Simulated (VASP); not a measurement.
# BaTe (P4/mmm) in VASP: further runs, part 2 of 2

VASP 6.6.1.

### 3 Single point, LDA (strain -0.025 along x and y, -0.050 along z)

Contents of INCAR:

```
SYSTEM = BaTe
PREC     = Accurate       ! precision mode
ENCUT    = 520            ! plane-wave cutoff, eV
EDIFF    = 1E-6           ! SCF threshold, eV
ISMEAR   = 0              ! smearing method
SIGMA    = 0.05           ! smearing width, eV
LREAL    = .False.        ! projectors in reciprocal space
LASPH    = .True.         ! aspherical terms in the spheres
NELM     = 80             ! most SCF steps
ALGO     = Normal         ! electronic algorithm
ISIF     = 2              ! what is computed and relaxed
LWAVE    = .False.        ! write WAVECAR
LCHARG   = .False.        ! write CHGCAR
NBANDS   = 15             ! bands
```

Contents of KPOINTS:

```
regular mesh
0
Gamma
  6 6 6
  0 0 0
```

Contents of POSCAR:

```
BaTe
1.0
    4.1559043500      0.0000000000      0.0000000000
    0.0000000000      4.1559043500      0.0000000000
    0.0000000000      0.0000000000      4.0493427000
Ba Te
1 1
Direct
    0.0000000000      0.0000000000      0.0000000000
    0.5000000000      0.5000000000      0.5000000000
```

Potentials or basis: VASP PAW LDA potentials, release 64 (Ba_sv, Te).

Command:

```sh
> cat potpaw_LDA.64/Ba_sv/POTCAR potpaw_LDA.64/Te/POTCAR > POTCAR
> mpirun -np 1 vasp_std > vasp.out
```

OUTCAR:

```text
SYSTEM = BaTe
   PREC = Accurate
   ENCUT = 520
   EDIFF = 1E-6
   ISMEAR = 0
   LREAL = .False.
   LASPH = .True.
   NELM = 80
   ISIF = 2

 ion  position               nearest neighbor table
   1  0.000  0.000  0.000-   2 3.57   2 3.57   2 3.57   2 3.57   2 3.57   2 3.57   2 3.57   2 3.57

   2  0.500  0.500  0.500-   1 3.57   1 3.57   1 3.57   1 3.57   1 3.57   1 3.57   1 3.57   1 3.57

  LATTYP: Found a simple tetragonal cell.
 ALAT       =     4.1559043500
 C/A-ratio  =     0.9743589744

  Lattice vectors:

 A1 = (   4.1559043500,   0.0000000000,   0.0000000000)
 A2 = (   0.0000000000,   4.1559043500,   0.0000000000)
 A3 = (   0.0000000000,   0.0000000000,   4.0493427000)

Analysis of symmetry for initial positions (statically):
=====================================================================
 Subroutine PRICEL returns:
 Original cell was already a primitive cell.

 Routine SETGRP: Setting up the symmetry group for a
 simple tetragonal supercell.

 Subroutine GETGRP returns: Found 16 space group operations
 (whereof 16 operations were pure point group operations)
 out of a pool of 16 trial point group operations.

The static configuration has the point symmetry D_4h.
[... 177 lines left out ...]
      7       3.9906      2.00000
      8       4.2361      2.00000
      9       4.8210      0.00112
     10       4.8456      0.00008
     11       7.1842      0.00000
     12       9.0200      0.00000
     13       9.2305      0.00000
     14       9.2305      0.00000
[... 401 lines left out ...]
      2      -9.0743      2.00000
      3      -8.9182      2.00000
      4      -8.3954      2.00000
      5      -5.5381      2.00000
      6       1.7813      2.00000
      7       2.4403      2.00000
      8       3.9911      2.00000
      9       5.7609      0.00000
     10       7.3241      0.00000
     11       7.5183      0.00000
     12       8.0101      0.00000
     13       9.6410      0.00000
     14      11.2429      0.00000
     15      12.0479      0.00000

 [... further k-points ...]

------------------------ aborting loop because EDIFF is reached ----------------------------------------

  FORCE on cell =-STRESS in cart. coord.  units (eV):
  Direction    XX          YY          ZZ          XY          YZ          ZX
  --------------------------------------------------------------------------------------
  -------------------------------------------------------------------------------------
  Total       -0.0187361     -0.0187361      0.8799957      0.0000000      0.0000000     -0.0000000
  in kB       -0.4292144     -0.4292144     20.1593020      0.0000000      0.0000000     -0.0000000
  external PRESSURE =       6.4336244 kB  Pullay stress =       0.0000000 kB

 VOLUME and BASIS-vectors are now :
 -----------------------------------------------------------------------------
  energy-cutoff  :      520.00
  volume of cell :       69.94
      direct lattice vectors                 reciprocal lattice vectors
     4.155904350  0.000000000  0.000000000     0.240621515  0.000000000  0.000000000
     0.000000000  4.155904350  0.000000000     0.000000000  0.240621515  0.000000000
     0.000000000  0.000000000  4.049342700     0.000000000  0.000000000  0.246953660

 POSITION                                       TOTAL-FORCE (eV/Angst)
 -----------------------------------------------------------------------------------
      0.00000      0.00000      0.00000         0.000000      0.000000      0.000000
      2.07795      2.07795      2.02467         0.000000      0.000000      0.000000
 -----------------------------------------------------------------------------------
    total drift:                                0.000000      0.000000     -0.000000

  FREE ENERGIE OF THE ION-ELECTRON SYSTEM (eV)
  ---------------------------------------------------
  free  energy   TOTEN  =        -9.3623639699 eV

  energy  without entropy=       -9.3623625906  energy(sigma->0) =       -9.36236328
```

stdout:

```text
POSCAR found type information on POSCAR BaTe
 POSCAR found :  2 types and       2 ions
 scaLAPACK will be used
 LDA part: xc-table for (Slater(with rela. corr.)+CA(PZ))
 , standard interpolation
 POSCAR, INCAR and KPOINTS ok, starting setup
 FFT: planning ... GRIDC
 FFT: planning ... GRID_SOFT
 FFT: planning ... GRID
 WAVECAR not read
 entering main loop
```

It took 20 s on 1 thread of Intel Xeon Platinum 8488C (Sapphire Rapids), shared host; peak memory 0.18 GiB.

What came out:

- Free energy: -9.3624 eV
- Pressure: 0.6 GPa
- Band gap on the k mesh: 0.23 eV, indirect (least direct gap 0.51 eV)

Levels at points of the mesh, in eV from the valence-band top:
```csv
k point,band 4,band 5,band 6,band 7,band 8,band 9,band 10,band 11,band 12,band 13
"(0.00, 0.00, 0.00)",-13.07,-10.92,-0.60,-0.60,-0.35,0.23,0.25,2.59,4.43,4.64
"(0.50, 0.00, 0.00)",-13.00,-9.86,-3.95,-1.32,-1.00,1.08,4.53,4.97,5.06,5.24
"(0.50, 0.50, 0.00)",-12.95,-10.31,-2.33,-2.33,0.00,0.51,2.61,2.86,2.86,6.36
"(0.00, 0.00, 0.50)",-13.02,-9.83,-3.96,-1.26,-1.26,1.19,4.49,4.94,5.26,5.27
"(0.50, 0.00, 0.50)",-12.97,-10.24,-2.40,-2.29,-0.22,0.62,2.30,2.54,2.66,6.51
"(0.50, 0.50, 0.50)",-13.44,-9.77,-3.52,-3.50,-3.50,4.81,4.81,4.98,6.59,6.68
```

Caveat: the cell differs from its parent crystal (strain -0.025 along x and y, -0.050 along z); spin-orbit coupling is left out, which moves the levels of the heavy elements.

### 4 Single point, LDA (strain +0.000 along x and y, -0.050 along z)

Contents of INCAR:

```
  PREC = Accurate
  ENCUT = 520
  EDIFF = 1E-7
  ISMEAR = 0
  SIGMA = 0.05
  LREAL = False
  LASPH = True
  NELM = 60
  ALGO = Normal
  ISIF = 2
  LWAVE = False
  LCHARG = True
  LELF = True
  LVHAR = True
  NBANDS = 15
```

Contents of KPOINTS:

```
regular mesh
0
Gamma
  6 6 6
```

Contents of POSCAR:

```
BaTe
1.0
    4.2624660000      0.0000000000      0.0000000000
    0.0000000000      4.2624660000      0.0000000000
    0.0000000000      0.0000000000      4.0493427000
Ba Te
1 1
Direct
    0.0000000000      0.0000000000      0.0000000000
    0.5000000000      0.5000000000      0.5000000000
```

Command:

```sh
> cat potpaw_LDA.64/Ba_sv/POTCAR potpaw_LDA.64/Te/POTCAR > POTCAR
> mpirun -np 1 vasp_std > vasp.out
```

It took 19 s on 1 thread of Intel Xeon Platinum 8488C (Sapphire Rapids), shared host; peak memory 0.18 GiB.

It converged, with:

- Free energy: -9.3311 eV
- Pressure: -1.3 GPa
- Band gap on the k mesh: 0.21 eV, indirect (least direct gap 0.35 eV)

Stress tensor (GPa, compression positive):
```
-2.60  0.00  0.00
 0.00 -2.60  0.00
 0.00  0.00  1.31
```

Levels at points of the mesh, in eV from the valence-band top:
| k point | band 6 | band 7 | band 8 | band 9 | band 10 | band 11 |
| --- | --- | --- | --- | --- | --- | --- |
| (0.00, 0.00, 0.00) | -0.82 | -0.82 | -0.34 | 0.21 | 0.23 | 2.16 |
| (0.50, 0.00, 0.00) | -3.91 | -1.47 | -0.88 | 0.97 | 4.36 | 4.53 |
| (0.50, 0.50, 0.00) | -2.41 | -2.41 | 0.00 | 0.35 | 2.57 | 2.88 |
| (0.00, 0.00, 0.50) | -3.90 | -1.37 | -1.37 | 1.19 | 4.39 | 4.59 |
| (0.50, 0.00, 0.50) | -2.51 | -2.31 | -0.41 | 0.57 | 1.99 | 2.27 |
| (0.50, 0.50, 0.50) | -3.45 | -3.40 | -3.40 | 4.44 | 4.44 | 4.72 |

Caveat: the cell differs from its parent crystal (strain +0.000 along x and y, -0.050 along z); spin-orbit coupling is left out, which moves the levels of the heavy elements. A k mesh can miss the band edges.

### 5 Single point, LDA (strain -0.025 along x and y, +0.000 along z)

Contents of INCAR:

```
  ALGO = Normal
  EDIFF = 1E-6
  ENCUT = 520
  ISIF = 2
  ISMEAR = 0
  LASPH = T
  LCHARG = F
  LREAL = F
  LWAVE = F
  NBANDS = 15
  NELM = 60
  PREC = Accurate
  SIGMA = 0.05
```

Contents of KPOINTS:

```
k-points
0
Gamma
  6 6 6
```

Contents of POSCAR:

```
BaTe
1.0
    4.1559043500      0.0000000000      0.0000000000
    0.0000000000      4.1559043500      0.0000000000
    0.0000000000      0.0000000000      4.2624660000
Ba Te
1 1
Direct
    0.0000000000      0.0000000000      0.0000000000
    0.5000000000      0.5000000000      0.5000000000
```

Command:

```sh
> cat potpaw_LDA.64/Ba_sv/POTCAR potpaw_LDA.64/Te/POTCAR > POTCAR
> mpirun -np 1 vasp_std > vasp.out
```

Wall time 20 s (1 thread of Intel Xeon Platinum 8488C (Sapphire Rapids), shared host); peak memory 0.18 GiB.

It converged, with:

```
Free energy            : -9.3539 eV
Pressure               : -1.3 GPa
Band gap on the k mesh : 0.44 eV, indirect (least direct gap 0.68 eV)
```

Stress tensor (GPa, compression positive):
```
-0.70  0.00  0.00
 0.00 -0.70  0.00
 0.00  0.00 -2.58
```

Levels at points of the mesh, in eV from the valence-band top:
```
           k point  band 6  band 7  band 8  band 9  band 10  band 11
(0.00, 0.00, 0.00)   -0.59   -0.37   -0.37    0.44     0.47     2.36
(0.50, 0.00, 0.00)   -3.68   -1.20   -0.92    1.31     4.63     4.92
(0.50, 0.50, 0.00)   -2.19   -2.19   -0.20    0.79     2.23     2.62
(0.00, 0.00, 0.50)   -3.68   -0.97   -0.97    1.22     4.72     4.75
(0.50, 0.00, 0.50)   -2.23   -2.14    0.00    0.68     2.51     2.79
(0.50, 0.50, 0.50)   -3.20   -3.20   -3.19    4.67     4.80     4.80
```

Caveat: the cell differs from its parent crystal (strain -0.025 along x and y, +0.000 along z); spin-orbit coupling is left out, which moves the levels of the heavy elements. A k mesh can miss the band edges.

### 6 The runs side by side

```tsv
cell	gap on the mesh (eV)	pressure (GPa)
a = 4.049, b = 4.049, c = 4.262 Å, 2 atoms	0.17	0.6
a = 4.156, b = 4.156, c = 4.049 Å, 2 atoms	0.23	0.6
a = 4.262, b = 4.262, c = 4.049 Å, 2 atoms	0.21	-1.3
a = 4.156, b = 4.156, c = 4.262 Å, 2 atoms	0.44	-1.3
```

Alike in all rows: task single point; level LDA; potentials or basis VASP PAW LDA potentials, release 64 (Ba_sv, Te); no spin polarisation; k mesh 6 × 6 × 6; cutoff (eV) 520; smearing gaussian 0.05 eV.

Caveats: spin-orbit coupling is left out, which moves the levels of the heavy elements.

Absolute energies hang on the potentials; compare differences alone.
